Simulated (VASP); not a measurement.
A run of VASP 6.6.1 is set up as follows.

Contents of POSCAR:

```
SiF
1.0
    3.0723280179      0.0000000000      0.0000000000
    0.0000000000      3.0723280179      0.0000000000
    0.0000000000      0.0000000000      3.0723280179
Si F
1 1
Direct
    0.5000000000      0.5000000000      0.5000000000
    0.0000000000      0.0000000000      0.0000000000
```

File INCAR.step1:

```
SYSTEM = SiF
ALGO = Normal
EDIFF = 1E-5
ENCUT = 520
GGA = PE
ISIF = 2
ISMEAR = -1
LASPH = .TRUE.
LREAL = .FALSE.
LWAVE = .TRUE.
NBANDS = 12
NELM = 80
PREC = Accurate
SIGMA = 0.05
```

INCAR.step2

```
SYSTEM = SiF
AEXX = 0.2
AGGAC = 0.81
AGGAX = 0.72
ALDAC = 0.19
ALGO = Normal
EDIFF = 1E-7
ENCUT = 520
GGA = B3
ISIF = 2
ISMEAR = -1
ISTART = 1
LASPH = .TRUE.
LCHARG = .TRUE.
LELF = .TRUE.
LHFCALC = .TRUE.
LREAL = .FALSE.
LVHAR = .TRUE.
LWAVE = .FALSE.
NBANDS = 12
NELM = 80
PREC = Accurate
PRECFOCK = Normal
SIGMA = 0.05
```

File KPOINTS:

```
k-points
0
G
  5 5 5
  0 0 0
```

Potentials or basis: VASP PAW PBE potentials, release 64 (Si, F).

The run is started by

```sh
$ cat potpaw_PBE.64/Si/POTCAR potpaw_PBE.64/F/POTCAR > POTCAR
$ cp INCAR.step1 INCAR
$ mpirun -np 1 vasp_std > vasp.out
$ cp INCAR.step2 INCAR
$ mpirun -np 1 vasp_std > vasp.out
```

Problem. Predict the band gap on the k mesh.

Solution. Zero (an odd number of electrons rules out a gap without spin polarisation).

Problem. Estimate the pressure.

Solution. -0.2 GPa.

Caveat: the k points lie up to 0.41 Å⁻¹ apart, too coarse for converged energies and pressures of a metal; the PAW data sets were made with another functional, which shifts forces and pressure a little; an odd number of electrons without spin polarisation forces a metal; a magnetic or distorted state may lie lower.
